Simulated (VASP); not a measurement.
Input of a VASP 6.6.1 run:

File INCAR:

```
SYSTEM = Ca
  PREC = Accurate
  ENCUT = 600
  EDIFF = 1E-6
  ISMEAR = 0
  SIGMA = 0.1
  LREAL = .False.
  LASPH = .True.
  NELM = 100
  ALGO = Normal
  ISIF = 3
  LWAVE = .False.
  LCHARG = .False.
  GGA = CA
  IBRION = 2
  NSW = 100
  EDIFFG = -0.002
```

KPOINTS

```
Automatic mesh
0
Gamma
  14 14 14
  0 0 0
```

File POSCAR:

```
Ca
1.0
    0.0000000000      2.8005000000      2.8005000000
    2.8005000000      0.0000000000      2.8005000000
    2.8005000000      2.8005000000      0.0000000000
Ca
1
Direct
    0.0000000000      0.0000000000      0.0000000000
```

Potentials or basis: VASP PAW LDA potentials, release 64 (Ca_sv).

Command:

```bash
$ cat potpaw_LDA.64/Ca_sv/POTCAR > POTCAR
$ mpirun -np 1 vasp_std > vasp.out
```

(1) What does it give for the space group after relaxing (to 0.05 Å)?

(2) Predict the relaxed volume.

(3) What does it give for the relaxed cell?

(4) Predict the band gap on the k mesh.

## Answers

(1) Fm-3m (No. 225).

(2) 38.05 Å³/atom.

(3) a = 3.775 Å, b = 3.775 Å, c = 3.775 Å, α = 60.00°, β = 60.00°, γ = 60.00°.

(4) zero (band 5 reaches 2.29 eV, above the bottom of band 6 at 2.19 eV).

Caveat: the volume moved by -13 % from the deposited cell, more than functionals usually miss.
